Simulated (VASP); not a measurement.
# Ga7N8 (a cell with a defect) in VASP: notebook, part 2 of 2

VASP 6.6.1.

## (4) Single point, PBE

Input file INCAR:

```
SYSTEM = Ga7N8
PREC = Accurate
ENCUT = 520
EDIFF = 1E-6
ISMEAR = -1
SIGMA = 0.05
LREAL = Auto
LASPH = .TRUE.
NELM = 60
ALGO = Normal
ISIF = 2
LWAVE = .FALSE.
LCHARG = .FALSE.
GGA = PE
NELECT = 132.0
NBANDS = 78
```

Input file KPOINTS:

```
Automatic mesh
0
G
  2 2 2
  0 0 0
```

Input file POSCAR:

```
Ga7N8
1.0
   -3.1900000000     -5.5252420000      0.0000000000
    4.7850000000     -2.7626210000      0.0000000000
    0.0000000000      0.0000000000      5.1890000000
Ga N
7 8
Direct
    0.4906803011      0.6845856135     -0.0156933899
    0.2238493924      0.1636793232     -0.0074141453
    0.2624136271      0.8243762739      0.4893499711
   -0.0111842378      0.6711682929      0.0023037194
    0.0274002348      0.3307612850      0.5067392561
    0.5711573642      0.2821289429      0.2497928310
    0.7557860674      0.8171957273      0.5086567739
    0.5121798836      0.6616235797      0.3615999229
    0.4808593124      0.3408556335      0.9063289651
    0.2684802824      0.1536643889      0.3628340721
    0.2373340469      0.8384208171      0.8649531702
    0.0093083660      0.6573652430      0.3750462517
    0.0029153213      0.3496524295      0.8722590094
    0.7946626786      0.1414035412      0.4043100790
    0.7443599004      0.8209379482      0.8745833494
```

Started as:

```sh
> cat potpaw_PBE.64/Ga_d/POTCAR potpaw_PBE.64/N/POTCAR > POTCAR
> mpirun -np 1 vasp_std > vasp.out
```

Wall time 2.9 min (1 thread of Intel Xeon Platinum 8488C (Sapphire Rapids), shared host); peak memory 0.3 GiB.

Results (log left out):

```yaml
Free_energy: -80.9929 eV
Largest_force: 1.949 eV/Å
```

Forces in eV/Å, atoms in the order of the input:
```
Ga  -0.013 -0.090 -0.162
Ga  -0.083  0.013 -0.133
Ga  -0.090 -0.015 -0.090
Ga  -0.049  0.028 -0.069
Ga  -0.105  0.025 -0.189
Ga   1.198  0.593  1.418
Ga   0.016 -0.084 -0.136
N   -0.315  0.090 -0.039
N   -0.117 -0.086  0.198
N   -0.156 -0.289 -0.047
N   -0.045  0.000 -0.078
N   -0.047 -0.042 -0.088
N   -0.090 -0.165 -0.176
N    0.005  0.020 -0.266
N   -0.109  0.002 -0.145
```

Levels at points of the mesh, in eV from the Fermi level:
| k point | band 62 | band 63 | band 64 | band 65 | band 66 | band 67 | band 68 | band 69 | band 70 | band 71 |
| --- | --- | --- | --- | --- | --- | --- | --- | --- | --- | --- |
| (0.00, 0.00, 0.00) | -0.84 | -0.43 | -0.33 | 0.02 | 0.30 | 0.34 | 2.26 | 4.51 | 4.92 | 5.66 |
| (0.50, 0.00, 0.00) | -1.20 | -0.60 | -0.39 | -0.32 | -0.20 | 0.13 | 4.14 | 4.48 | 5.34 | 5.79 |
| (0.00, 0.50, 0.00) | -0.69 | -0.61 | -0.50 | -0.40 | -0.07 | 0.22 | 4.09 | 4.54 | 4.85 | 5.49 |
| (0.50, 0.50, 0.00) | -1.17 | -0.93 | -0.72 | -0.46 | -0.12 | -0.04 | 4.91 | 5.38 | 5.40 | 5.89 |
| (0.00, 0.00, 0.50) | -0.99 | -0.55 | -0.39 | -0.14 | -0.01 | 0.12 | 4.03 | 4.25 | 4.60 | 5.26 |
| (0.50, 0.00, 0.50) | -1.21 | -0.97 | -0.88 | -0.44 | -0.29 | 0.09 | 5.14 | 5.42 | 5.66 | 5.86 |
| (0.00, 0.50, 0.50) | -1.27 | -1.10 | -0.84 | -0.55 | -0.15 | -0.01 | 4.11 | 4.52 | 4.88 | 5.13 |
| (0.50, 0.50, 0.50) | -1.45 | -1.27 | -1.01 | -0.65 | -0.24 | -0.13 | 5.00 | 5.39 | 5.53 | 5.70 |

Caveat: the k points lie up to 0.61 Å⁻¹ apart; the cell carries a net charge on a neutralising background, which shifts energy and pressure; the cell is charged against a uniform background, so pressure and absolute levels hang on convention.

## (5) Single point, PBE

Input file INCAR:

```
ALGO = Normal
EDIFF = 1E-6
ENCUT = 520
GGA = PE
ISIF = 2
ISMEAR = -1
LASPH = True
LCHARG = True
LELF = True
LREAL = Auto
LVHAR = True
LWAVE = False
NBANDS = 78
NELECT = 132.0
NELM = 60
PREC = Accurate
SIGMA = 0.05
```

Input file KPOINTS:

```
k-points
0
Gamma
  2 2 2
```

Input file POSCAR:

```
Ga7N8
1.0
   -3.1900000000     -5.5252420000      0.0000000000
    4.7850000000     -2.7626210000      0.0000000000
    0.0000000000      0.0000000000      5.1890000000
Ga N
7 8
Direct
    0.4983679763      0.6808568118     -0.0184365003
    0.2330645024      0.1586639002     -0.0096001156
    0.2576687336      0.8243189677      0.4921790326
   -0.0078840344      0.6663002989     -0.0021701677
    0.0146459831      0.3298666010      0.4995887454
    0.5309869785      0.3137142030      0.3250362305
    0.7571947081      0.8274211325      0.5025415302
    0.5087875781      0.6676230667      0.3678211601
    0.4879599739      0.3368598363      0.9391237233
    0.2580285067      0.1539053159      0.3698485257
    0.2424976703      0.8340107771      0.8663127770
    0.0074877366      0.6598112601      0.3708730006
    0.0158678504      0.3480377101      0.8650142609
    0.7758716305      0.1528803555      0.4013985354
    0.7495896503      0.8153868306      0.8675688957
```

Started as:

```sh
> cat potpaw_PBE.64/Ga_d/POTCAR potpaw_PBE.64/N/POTCAR > POTCAR
> mpirun -np 1 vasp_std > vasp.out
```

It took 2.8 min on 1 thread of Intel Xeon Platinum 8488C (Sapphire Rapids), shared host; peak memory 0.3 GiB.

It converged, with:

```yaml
Free_energy: -81.7279 eV
Largest_force: 0.375 eV/Å
```

Forces in eV/Å, atoms in the order of the input:
```
Ga  -0.062 -0.056 -0.051
Ga  -0.051 -0.030 -0.053
Ga   0.001  0.007 -0.014
Ga  -0.046  0.001 -0.046
Ga   0.014  0.074 -0.048
Ga   0.183  0.086  0.316
Ga   0.042 -0.041 -0.043
N    0.033 -0.001  0.015
N   -0.051 -0.029  0.093
N    0.018  0.056  0.016
N   -0.047 -0.032 -0.010
N    0.004 -0.008 -0.047
N   -0.067 -0.079 -0.049
N    0.098  0.066 -0.028
N   -0.069 -0.015 -0.051
```

Levels at points of the mesh, in eV from the Fermi level:
```csv
k point,band 62,band 63,band 64,band 65,band 66,band 67,band 68,band 69,band 70,band 71
"(0.00, 0.00, 0.00)",-1.03,-0.78,-0.57,0.09,0.22,0.26,2.22,4.42,5.07,5.99
"(0.50, 0.00, 0.00)",-1.25,-0.78,-0.54,-0.41,-0.18,0.10,4.05,4.55,5.73,5.86
"(0.00, 0.50, 0.00)",-1.10,-0.87,-0.69,-0.35,-0.08,0.19,4.13,4.70,4.90,5.38
"(0.50, 0.50, 0.00)",-1.19,-1.01,-0.91,-0.59,-0.12,-0.02,5.08,5.32,5.46,6.04
"(0.00, 0.00, 0.50)",-0.93,-0.78,-0.62,-0.21,-0.09,0.09,4.02,4.42,4.65,5.55
"(0.50, 0.00, 0.50)",-1.48,-1.20,-0.97,-0.46,-0.24,0.15,5.25,5.48,5.54,5.90
"(0.00, 0.50, 0.50)",-1.55,-1.29,-1.03,-0.54,-0.11,-0.06,4.41,4.80,4.87,5.00
"(0.50, 0.50, 0.50)",-1.65,-1.27,-1.23,-0.62,-0.18,-0.05,5.23,5.44,5.50,5.55
```

Caveat: the k points lie up to 0.61 Å⁻¹ apart; the cell carries a net charge on a neutralising background, which shifts energy and pressure; the cell is charged against a uniform background, so pressure and absolute levels hang on convention.

## (6) Single point, PBE

Input file INCAR:

```
PREC = Accurate ; ENCUT = 520
EDIFF = 1E-7 ; ISMEAR = -1
SIGMA = 0.05 ; LREAL = Auto
LASPH = True ; NELM = 80
ALGO = Normal ; ISIF = 2
LWAVE = False ; LCHARG = True
GGA = PE ; LELF = True
LVHAR = True ; NBANDS = 78
NELECT = 132.0
```

Input file KPOINTS:

```
regular mesh
0
Gamma
  2 2 2
```

Input file POSCAR:

```
Ga7N8
1.0
   -3.1900000000     -5.5252420000      0.0000000000
    4.7850000000     -2.7626210000      0.0000000000
    0.0000000000      0.0000000000      5.1890000000
Ga N
7 8
Direct
    0.4990757162      0.6738448349     -0.0123597996
    0.2414529255      0.1599659002     -0.0028602814
    0.2537065277      0.8265462536      0.4981165928
   -0.0082605013      0.6678390806      0.0004339950
    0.0076604076      0.3309702613      0.5017768356
    0.5173501940      0.3231981439      0.4195816150
    0.7551679469      0.8327748695      0.5045160917
    0.5045575797      0.6689648233      0.3690202351
    0.4785418193      0.3421068764      0.8877471574
    0.2543931893      0.1572011022      0.3722497591
    0.2436573960      0.8348806883      0.8718105608
    0.0048755032      0.6628244211      0.3739786086
    0.0218383585      0.3489996580      0.8679055695
    0.7677432592      0.1582474393      0.3971682405
    0.7483073264      0.8131306941      0.8694646367
```

Potentials or basis: VASP PAW PBE potentials, release 64 (Ga_d, N).

Started as:

```sh
> cat potpaw_PBE.64/Ga_d/POTCAR potpaw_PBE.64/N/POTCAR > POTCAR
> mpirun -np 1 vasp_std > vasp.out
```

OUTCAR:

```text
PREC = Accurate
   ENCUT = 520
   EDIFF = 1E-7
   ISMEAR = -1
   LREAL = Auto
   LASPH = True
   NELM = 80
   ISIF = 2
   GGA = PE
   NELECT = 132.0

 ion  position               nearest neighbor table
   1  0.499  0.674  0.988-  15 1.87   9 1.91  11 1.95   8 1.98
   2  0.241  0.160  0.997-  13 1.87   9 1.90  11 1.91  10 1.95
   3  0.254  0.827  0.498-  12 1.94  10 1.94  11 1.94   8 1.94
   4  0.992  0.668  0.000-  15 1.88  13 1.90  12 1.94  11 1.97
   5  0.008  0.331  0.502-  14 1.88  13 1.90  12 1.95  10 1.96
   6  0.517  0.323  0.420-  14 1.84  10 1.93   8 1.93
   7  0.755  0.833  0.505-  14 1.88  15 1.90   8 1.97  12 1.97
   8  0.505  0.669  0.369-   6 1.93   3 1.94   7 1.97   1 1.98
   9  0.479  0.342  0.888-   2 1.90   1 1.91
  10  0.254  0.157  0.372-   6 1.93   3 1.94   2 1.95   5 1.96
  11  0.244  0.835  0.872-   2 1.91   3 1.94   1 1.95   4 1.97
  12  0.005  0.663  0.374-   3 1.94   4 1.94   5 1.95   7 1.97
  13  0.022  0.349  0.868-   2 1.87   4 1.90   5 1.90
  14  0.768  0.158  0.397-   6 1.84   5 1.88   7 1.88
  15  0.748  0.813  0.869-   1 1.87   4 1.88   7 1.90

  LATTYP: Found a simple orthorhombic cell.
 ALAT       =     5.1890000000
 B/A-ratio  =     1.0647990089
 C/A-ratio  =     1.2295239804

  Lattice vectors:

 A1 = (   0.0000000000,   0.0000000000,  -5.1890000000)
 A2 = (   4.7850000000,  -2.7626210000,   0.0000000000)
 A3 = (  -3.1900000000,  -5.5252420000,   0.0000000000)

Analysis of symmetry for initial positions (statically):
=====================================================================
 Subroutine PRICEL returns:
 Original cell was already a primitive cell.

 Routine SETGRP: Setting up the symmetry group for a
 simple orthorhombic supercell.

 Subroutine GETGRP returns: Found  1 space group operations
 (whereof  1 operations were pure point group operations)
 out of a pool of  8 trial point group operations.

The static configuration has the point symmetry C_1 .

Analysis of symmetry for dynamics (positions and initial velocities):
=====================================================================
 Subroutine PRICEL returns:
 Original cell was already a primitive cell.

 Routine SETGRP: Setting up the symmetry group for a
 simple orthorhombic supercell.

 Subroutine GETGRP returns: Found  1 space group operations
 (whereof  1 operations were pure point group operations)
 out of a pool of  8 trial point group operations.

The dynamic configuration has the point symmetry C_1 .

 Subroutine INISYM returns: Found  1 space group operations
 (whereof  1 operations are pure point group operations),
 and found     1 'primitive' translations

----------------------------------------------------------------------------------------

                                     Primitive cell

  volume of cell :     182.9177

  direct lattice vectors                    reciprocal lattice vectors
[... 79 lines left out ...]
   number of dos      NEDOS =    301   number of ions     NIONS =     15
   total plane-waves  NPLWV =  80640
   dimension x,y,z NGX =    48 NGY =   42 NGZ =   40
   dimension x,y,z NGXF=    96 NGYF=   84 NGZF=   80
   ions per type =               7   8
   NGX,Y,Z   is equivalent  to a cutoff of  12.51, 12.64, 12.82 a.u.
   NGXF,Y,Z  is equivalent  to a cutoff of  25.02, 25.27, 25.63 a.u.
 SYSTEM =  unknown system
   PREC   = accura    normal or accurate (medium, high low for compatibility)
   ISTART =      0    job   : 0-new  1-cont  2-samecut
   ICHARG =      2    charge: 1-file 2-atom 10-const
   ISPIN  =      1    spin polarized calculation?
   LNONCOLLINEAR =      F non collinear calculations
   LSORBIT =      F    spin-orbit coupling
   LASPH  =      T    aspherical Exc in radial PAW
   ENCUT  =  520.0 eV  38.22 Ry    6.18 a.u.  11.86 10.27  9.65*2*pi/ulx,y,z
   NELM   =     80;   NELMIN=  2; NELMDL= -5     # of ELM steps
   EDIFF  = 0.1E-06   stopping-criterion for ELM
   LREAL  =      T    real-space projection
   EDIFFG = 0.1E-05   stopping-criterion for IOM
   NSW    =      0    number of steps for IOM
   IBRION =     -1    ionic relax: 0-MD 1-quasi-New 2-CG
   NFREE  =      0    steps in history (QN), initial steepest desc. (CG)
   ISIF   =      2    stress and relaxation
   ISYM   =      2    0-nonsym 1-usesym 2-fastsym
   POTIM  = 0.5000    time-step for ionic-motion
   TEBEG  =    0.0;   TEEND  =   0.0 temperature during run
   PSTRESS=    0.0 pullay stress
   NELECT =     132.0000    total number of electrons
   NUPDOWN=      -1.0000    fix difference up-down
   EMIN   =  10.00;   EMAX   =-10.00  energy-range for DOS
   EFERMI =   0.00;   METHOD = LEGACY
   ISMEAR =    -1;   SIGMA  =   0.05  broadening in eV -4-tet -1-fermi 0-gaus
   EFERMI_NEDOS =   21; number of points for ismear=-14 and -15
   IALGO  =     38    algorithm
   IMIX   =      4    mixing-type and parameters
     AMIX     =   0.40;   BMIX     =  1.00
     AMIX_MAG =   1.60;   BMIX_MAG =  1.00
  volume/ion in A,a.u.               =      12.19        82.29
  Fermi-wavevector in a.u.,A,eV,Ry     =   1.468411  2.774894 29.337297  2.156230
  Thomas-Fermi vector in A             =   2.583912
   LORBIT       =      0    0 simple, 1 ext, 2 COOP (PROOUT), +10 PAW based schemes
   GGA     = PE    functional components
   LHFCALC =     F    Hartree Fock is set to
   AEXX    =    0.0000 exact exchange contribution
   IVDW    =     0    specifies the selected vdW correction
   LEPSILON=     F    determine dielectric tensor
   LRPA    =     F    only Hartree local field effects (RPA)
 non-spin polarized calculation
  energy-cutoff  :      520.00
  volume of cell :      182.92
 maximum number of plane-waves:      4961
 NGX is ok and might be reduce to    48
   NGX = 23   NGY = 21   NGZ = 19

 number of electron     132.0000000 magnetization

 Free energy of the ion-electron system (eV)
  ---------------------------------------------------
  ext. energy  EPLUGINS =         0.00000000
  ---------------------------------------------------
  free energy    TOTEN  =       -82.04305587 eV

  energy without entropy =      -81.98615635  energy(sigma->0) =      -82.01460611

 E-fermi :   4.5526     XC(G=0): -11.1891

 val. band max:        4.4837646280   @ k =   0.5000   0.5000   0.5000
 cond. band min:       4.5830669139   @ k =   0.0000   0.0000   0.0000
 fundamental gap:      0.0993022859
 Fermi energy:         4.5526253516

 k-point     1 :       0.0000    0.0000    0.0000
  band No.  band energies     occupation
      1     -11.7738      2.00000
      2     -11.0564      2.00000
      3     -11.0348      2.00000
      4     -10.9784      2.00000
      5     -10.6730      2.00000
      6     -10.6074      2.00000
[... 637 lines left out ...]
     77      11.9833      0.00000
     78      12.1020      0.00000

------------------------ aborting loop because EDIFF is reached ----------------------------------------

  FORCE on cell =-STRESS in cart. coord.  units (eV):
  Direction    XX          YY          ZZ          XY          YZ          ZX
  --------------------------------------------------------------------------------------
  -------------------------------------------------------------------------------------
  Total       17.1460002     15.8952458     15.4368755     -1.6396245     -0.3390805     -1.7920105
  in kB      150.1819544    139.2265865    135.2117179    -14.3614840     -2.9700087    -15.6962347
  external PRESSURE =     141.5400863 kB  Pullay stress =       0.0000000 kB

 VOLUME and BASIS-vectors are now :
 -----------------------------------------------------------------------------
  energy-cutoff  :      520.00
  volume of cell :      182.92
      direct lattice vectors                 reciprocal lattice vectors
    -3.190000000 -5.525242000  0.000000000    -0.078369906 -0.135740661  0.000000000
     4.785000000 -2.762621000  0.000000000     0.156739812 -0.090493774  0.000000000
     0.000000000  0.000000000  5.189000000     0.000000000  0.000000000  0.192715359

 POSITION                                       TOTAL-FORCE (eV/Angst)
 -----------------------------------------------------------------------------------
      1.63230     -4.61909      5.12486        -0.197496     -0.000746     -0.001606
     -0.00480     -1.77601      5.17416        -0.133480     -0.193225      0.015287
      3.14570     -3.68522      2.58473         0.025262      0.021656      0.011287
      0.03196     -7.32459      0.00225        -0.042031     -0.028697     -0.055433
      1.55926     -0.95667      2.60372         0.037394      0.112471     -0.054734
     -0.10384     -3.75136      2.17721         0.222521      0.128411      1.543398
      1.57584     -6.47313      2.61793         0.067157     -0.048085     -0.056067
      1.59146     -4.63590      1.91485         0.016358      0.040490     -0.069613
      0.11043     -3.58917      4.60652         0.115064      0.095562     -0.970560
     -0.05931     -1.83987      1.93160         0.036079      0.021850     -0.052544
      3.21764     -3.65272      4.52382        -0.064993     -0.073181      0.006566
      3.15606     -1.85807      1.94058         0.017162     -0.011815     -0.049966
      1.60030     -1.08482      4.50356        -0.124068     -0.167915     -0.046135
     -1.69189     -4.67914      2.06091         0.132581      0.086534     -0.157346
      1.50373     -6.38095      4.51165        -0.107510      0.016689     -0.062531
 -----------------------------------------------------------------------------------
    total drift:                                0.004659      0.000164     -0.000679

  FREE ENERGIE OF THE ION-ELECTRON SYSTEM (eV)
  ---------------------------------------------------
  free  energy   TOTEN  =       -82.0430558708 eV

  energy  without entropy=      -81.9861563531  energy(sigma->0) =      -82.01460611
```

It took 3.2 min on 1 thread of Intel Xeon Platinum 8488C (Sapphire Rapids), shared host; peak memory 0.3 GiB.

What came out:

```yaml
Free_energy: -82.0431 eV
Largest_force: 1.565 eV/Å
```

Forces on the atoms (eV/Å):
```
Ga  -0.197 -0.001 -0.002
Ga  -0.133 -0.193  0.015
Ga   0.025  0.022  0.011
Ga  -0.042 -0.029 -0.055
Ga   0.037  0.112 -0.055
Ga   0.223  0.128  1.543
Ga   0.067 -0.048 -0.056
N    0.016  0.040 -0.070
N    0.115  0.096 -0.971
N    0.036  0.022 -0.053
N   -0.065 -0.073  0.007
N    0.017 -0.012 -0.050
N   -0.124 -0.168 -0.046
N    0.133  0.087 -0.157
N   -0.108  0.017 -0.063
```

Levels at points of the mesh, in eV from the Fermi level:
| k point | band 63 | band 64 | band 65 | band 66 | band 67 | band 68 | band 69 | band 70 |
| --- | --- | --- | --- | --- | --- | --- | --- | --- |
| (0.00, 0.00, 0.00) | -0.99 | -0.75 | 0.03 | 0.12 | 0.25 | 1.97 | 4.34 | 4.85 |
| (0.50, 0.00, 0.00) | -0.75 | -0.58 | -0.47 | -0.21 | 0.04 | 3.79 | 4.32 | 5.63 |
| (0.00, 0.50, 0.00) | -0.94 | -0.91 | -0.35 | -0.16 | 0.18 | 4.02 | 4.23 | 4.75 |
| (0.50, 0.50, 0.00) | -1.13 | -0.80 | -0.72 | -0.22 | 0.04 | 4.86 | 4.98 | 5.23 |
| (0.00, 0.00, 0.50) | -0.98 | -0.90 | -0.31 | -0.10 | 0.17 | 3.80 | 4.26 | 4.38 |
| (0.50, 0.00, 0.50) | -1.42 | -0.76 | -0.71 | -0.33 | 0.15 | 5.12 | 5.20 | 5.42 |
| (0.00, 0.50, 0.50) | -1.55 | -1.04 | -0.71 | -0.32 | 0.05 | 4.16 | 4.60 | 4.72 |
| (0.50, 0.50, 0.50) | -1.62 | -1.28 | -0.70 | -0.22 | -0.07 | 5.14 | 5.20 | 5.32 |

Caveat: the k points lie up to 0.61 Å⁻¹ apart; the cell carries a net charge on a neutralising background, which shifts energy and pressure; the cell is charged against a uniform background, so pressure and absolute levels hang on convention.
